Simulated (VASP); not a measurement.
# Al2Cu (I4/mmm) in VASP: single point with PBE

Aim: the single point of Al2Cu with PBE.

Everything below comes from runs of VASP 6.6.1. Logs are shortened: lines on timing, memory, paths and dates and some standing lists are left out, and cuts for length are marked.

## (1) The cell of the first run

It takes space group I4/mmm (No. 139, tetragonal). The conventional cell has a = 4.034 Å, b = 4.034 Å, c = 5.493 Å, α = 90.00°, β = 90.00°, γ = 90.00°. Al (site symmetry -4m2) has 4 Cu at 2.44 Å and 6 Al at 2.75 to 2.85 Å within 3.2 Å. Within 3.2 Å of Cu (site symmetry 4/mmm) lie 8 Al at 2.44 Å.

## (2) Single point, PBE (strained)

Contents of INCAR:

```
  PREC = Accurate
  ENCUT = 520
  EDIFF = 1E-7
  ISMEAR = 0
  SIGMA = 0.1
  LREAL = False
  LASPH = True
  NELM = 60
  ALGO = Fast
  ISIF = 2
  LWAVE = False
  LCHARG = False
  GGA = PE
  NBANDS = 16
```

Contents of KPOINTS:

```
Automatic mesh
0
Gamma
  14 14 14
```

Contents of POSCAR:

```
Al2Cu
1.0
   -2.0169372725      2.0169372725      2.7467439596
    2.0169372725     -2.0169372725      2.7467439596
    2.0169372725      2.0169372725     -2.7467439596
Al Cu
2 1
Direct
    0.7500000000      0.2500000000      0.5000000000
    0.2500000000      0.7500000000      0.5000000000
    0.5000000000      0.5000000000      0.0000000000
```

Potentials or basis: VASP PAW PBE potentials, release 64 (Al, Cu).

Started as:

```sh
cat potpaw_PBE.64/Al/POTCAR potpaw_PBE.64/Cu/POTCAR > POTCAR
mpirun -np 1 vasp_std > vasp.out
```

OUTCAR:

```text
PREC = Accurate
   ENCUT = 520
   EDIFF = 1E-7
   ISMEAR = 0
   LREAL = False
   LASPH = True
   NELM = 60
   ISIF = 2
   GGA = PE

 ion  position               nearest neighbor table
   1  0.750  0.250  0.500-   3 2.44   3 2.44   3 2.44   3 2.44   2 2.75   2 2.75   2 2.85   2 2.85
                             2 2.85   2 2.85
   2  0.250  0.750  0.500-   3 2.44   3 2.44   3 2.44   3 2.44   1 2.75   1 2.75   1 2.85   1 2.85
                             1 2.85   1 2.85
   3  0.500  0.500  0.000-   2 2.44   1 2.44   1 2.44   2 2.44   1 2.44   2 2.44   2 2.44   1 2.44

  LATTYP: Found a body centered tetragonal cell.
 ALAT       =     4.0338745450
 C/A-ratio  =     1.3618390602

  Lattice vectors:

 A1 = (  -2.0169372725,   2.0169372725,   2.7467439596)
 A2 = (   2.0169372725,  -2.0169372725,   2.7467439596)
 A3 = (   2.0169372725,   2.0169372725,  -2.7467439596)

Analysis of symmetry for initial positions (statically):
=====================================================================
 Subroutine PRICEL returns:
 Original cell was already a primitive cell.

 Routine SETGRP: Setting up the symmetry group for a
 body centered tetragonal supercell.

 Subroutine GETGRP returns: Found 16 space group operations
 (whereof 16 operations were pure point group operations)
 out of a pool of 16 trial point group operations.

The static configuration has the point symmetry D_4h.

Analysis of symmetry for dynamics (positions and initial velocities):
=====================================================================
 Subroutine PRICEL returns:
 Original cell was already a primitive cell.

 Routine SETGRP: Setting up the symmetry group for a
 body centered tetragonal supercell.

 Subroutine GETGRP returns: Found 16 space group operations
 (whereof 16 operations were pure point group operations)
 out of a pool of 16 trial point group operations.

The dynamic configuration has the point symmetry D_4h.

 Subroutine INISYM returns: Found 16 space group operations
 (whereof 16 operations are pure point group operations),
 and found     1 'primitive' translations

----------------------------------------------------------------------------------------

                                     Primitive cell

  volume of cell :      44.6954

[... 83 lines left out ...]
   ICHARG =      2    charge: 1-file 2-atom 10-const
   ISPIN  =      1    spin polarized calculation?
   LNONCOLLINEAR =      F non collinear calculations
   LSORBIT =      F    spin-orbit coupling
   LASPH  =      T    aspherical Exc in radial PAW
   ENCUT  =  520.0 eV  38.22 Ry    6.18 a.u.   7.36  7.36  7.36*2*pi/ulx,y,z
   NELM   =     60;   NELMIN=  2; NELMDL= -5     # of ELM steps
   EDIFF  = 0.1E-06   stopping-criterion for ELM
   LREAL  =      F    real-space projection
   EDIFFG = 0.1E-05   stopping-criterion for IOM
   NSW    =      0    number of steps for IOM
   IBRION =     -1    ionic relax: 0-MD 1-quasi-New 2-CG
   NFREE  =      0    steps in history (QN), initial steepest desc. (CG)
   ISIF   =      2    stress and relaxation
   ISYM   =      2    0-nonsym 1-usesym 2-fastsym
   POTIM  = 0.5000    time-step for ionic-motion
   TEBEG  =    0.0;   TEEND  =   0.0 temperature during run
   PSTRESS=    0.0 pullay stress
   NELECT =      17.0000    total number of electrons
   NUPDOWN=      -1.0000    fix difference up-down
   EMIN   =  10.00;   EMAX   =-10.00  energy-range for DOS
   EFERMI =   0.00;   METHOD = LEGACY
   ISMEAR =     0;   SIGMA  =   0.10  broadening in eV -4-tet -1-fermi 0-gaus
   EFERMI_NEDOS =   21; number of points for ismear=-14 and -15
   IALGO  =     68    algorithm
   IMIX   =      4    mixing-type and parameters
     AMIX     =   0.40;   BMIX     =  1.00
     AMIX_MAG =   1.60;   BMIX_MAG =  1.00
  volume/ion in A,a.u.               =      14.90       100.54
  Fermi-wavevector in a.u.,A,eV,Ry     =   1.186142  2.241484 19.142495  1.406934
  Thomas-Fermi vector in A             =   2.322321
   LORBIT       =      0    0 simple, 1 ext, 2 COOP (PROOUT), +10 PAW based schemes
   GGA     = PE    functional components
   LHFCALC =     F    Hartree Fock is set to
   AEXX    =    0.0000 exact exchange contribution
   IVDW    =     0    specifies the selected vdW correction
   LEPSILON=     F    determine dielectric tensor
   LRPA    =     F    only Hartree local field effects (RPA)
 non-spin polarized calculation
 RMM-DIIS sequential band-by-band and
 Gauss-broadening in eV      SIGMA  =   0.10
  energy-cutoff  :      520.00
  volume of cell :       44.70
 maximum number of plane-waves:      1227
 NGX is ok and might be reduce to    30
   NGX = 15   NGY = 15   NGZ = 15

 number of electron      17.0000003 magnetization

 Free energy of the ion-electron system (eV)
  ---------------------------------------------------
  ext. energy  EPLUGINS =         0.00000000
  ---------------------------------------------------
  free energy    TOTEN  =       -11.63316258 eV

  energy without entropy =      -11.62855038  energy(sigma->0) =      -11.63085648

 E-fermi :   7.7035     XC(G=0): -10.7340

 val. band max:        7.6995341339   @ k =  -0.1429   0.1429   0.0714
 cond. band min:       7.7050720459   @ k =   0.2857   0.0714  -0.0000
 fundamental gap:      0.0055379120
 Fermi energy:         7.7035457432

 k-point     1 :       0.0000    0.0000    0.0000
  band No.  band energies     occupation
      1      -2.9149      2.00000
      2       2.8680      2.00000
      3       2.9068      2.00000
      4       2.9068      2.00000
      5       3.4467      2.00000
      6       3.5149      2.00000
[... 433 lines left out ...]
      3       2.9721      2.00000
      4       3.1002      2.00000
      5       3.4299      2.00000
      6       3.5643      2.00000
[... 8 lines left out ...]
     15      15.2935      0.00000
     16      18.7409      0.00000

 [... further k-points ...]
[... 5 lines left out ...]
  --------------------------------------------------------------------------------------
  -------------------------------------------------------------------------------------
  Total        2.1484449      2.1484449      3.4347921      0.0000000      0.0000000      0.0000000
  in kB       77.0143838     77.0143838    123.1255208      0.0000000      0.0000000      0.0000000
  external PRESSURE =      92.3847628 kB  Pullay stress =       0.0000000 kB

 VOLUME and BASIS-vectors are now :
 -----------------------------------------------------------------------------
  energy-cutoff  :      520.00
  volume of cell :       44.70
      direct lattice vectors                 reciprocal lattice vectors
    -2.016937272  2.016937272  2.746743960     0.000000000  0.247900620  0.182033712
     2.016937272 -2.016937272  2.746743960     0.247900620  0.000000000  0.182033712
     2.016937272  2.016937272 -2.746743960     0.247900620  0.247900620  0.000000000

 POSITION                                       TOTAL-FORCE (eV/Angst)
 -----------------------------------------------------------------------------------
      0.00000      2.01694      1.37337        -0.000000      0.000000     -0.000000
      2.01694      0.00000      1.37337         0.000000     -0.000000      0.000000
      0.00000      0.00000      2.74674        -0.000000      0.000000      0.000000
 -----------------------------------------------------------------------------------
    total drift:                                0.000000     -0.000000      0.000000

  FREE ENERGIE OF THE ION-ELECTRON SYSTEM (eV)
  ---------------------------------------------------
  free  energy   TOTEN  =       -11.6331625803 eV

  energy  without entropy=      -11.6285503845  energy(sigma->0) =      -11.63085648
```

OSZICAR:

```text
N       E                     dE             d eps       ncg     rms          rms(c)
DAV:   1     0.628517792267E+02    0.62852E+02   -0.68930E+03  7824   0.114E+03
DAV:   2    -0.114540855641E+02   -0.74306E+02   -0.65785E+02  8360   0.203E+02
DAV:   3    -0.140632241032E+02   -0.26091E+01   -0.25597E+01 10576   0.430E+01
DAV:   4    -0.141188377631E+02   -0.55614E-01   -0.55595E-01  9352   0.537E+00
DAV:   5    -0.141215812674E+02   -0.27435E-02   -0.27435E-02 12200   0.134E+00    0.154E+01
RMM:   6    -0.161697527905E+02   -0.20482E+01   -0.38638E+01  9830   0.948E+01    0.129E+01
RMM:   7    -0.117037633564E+02    0.44660E+01   -0.10917E+01  8962   0.525E+01    0.151E+00
RMM:   8    -0.116435521446E+02    0.60211E-01   -0.64779E-01  8473   0.126E+01    0.864E-01
RMM:   9    -0.116324339869E+02    0.11118E-01   -0.77095E-02  9500   0.157E+00    0.126E-01
RMM:  10    -0.116336911975E+02   -0.12572E-02   -0.64470E-03 10551   0.793E-01    0.175E-01
RMM:  11    -0.116338071625E+02   -0.11597E-03   -0.48893E-03  9942   0.971E-01    0.196E-01
RMM:  12    -0.116331255307E+02    0.68163E-03   -0.12431E-03  9787   0.556E-01    0.142E-02
RMM:  13    -0.116331587084E+02   -0.33178E-04   -0.37934E-04 11101   0.137E-01    0.185E-02
RMM:  14    -0.116331636427E+02   -0.49343E-05   -0.46430E-05 11985   0.547E-02    0.286E-02
RMM:  15    -0.116331646293E+02   -0.98668E-06   -0.23304E-05  9766   0.673E-02    0.269E-02
RMM:  16    -0.116331624489E+02    0.21804E-05   -0.70926E-06  9958   0.455E-02    0.248E-02
RMM:  17    -0.116331625847E+02   -0.13581E-06   -0.15867E-06 11255   0.102E-02    0.245E-02
RMM:  18    -0.116331625803E+02    0.43719E-08   -0.16739E-07  7598   0.430E-03
   1 F= -.11633163E+02 E0= -.11630856E+02  d E =-.461220E-02
```

stdout:

```text
POSCAR found type information on POSCAR AlCu
 POSCAR found :  2 types and       3 ions
 scaLAPACK will be used
 LDA part: xc-table for (Slater+PW92), standard interpolation
 POSCAR, INCAR and KPOINTS ok, starting setup
 FFT: planning ... GRIDC
 FFT: planning ... GRID_SOFT
 FFT: planning ... GRID
 WAVECAR not read
 entering main loop
WARNING in EDDRMM: call to ZHEGV failed, returncode =   8  4     14
WARNING in EDDRMM: call to ZHEGV failed, returncode =   8  4     16
```

It took 1.9 min on 1 thread of Intel Xeon 6975P-C (Granite Rapids), shared host; peak memory 0.29 GiB.

Results:

```yaml
Free_energy: -11.6332 eV
Pressure: 9.2 GPa
```

Levels at points of the mesh, in eV from the Fermi level:
```tsv
k point	band 7	band 8	band 9	band 10	band 11	band 12
(0.00, 0.00, 0.00)	2.82	2.85	2.85	3.13	3.26	3.26
(0.50, 0.00, 0.00)	-4.12	0.45	0.78	2.93	3.05	4.33
(0.50, 0.50, 0.00)	-3.93	-2.14	-1.85	0.73	1.60	9.12
(0.50, 0.50, 0.50)	-3.82	-2.26	-2.26	0.25	1.37	9.21
```

Caveat: the cell differs from its parent crystal (strained).
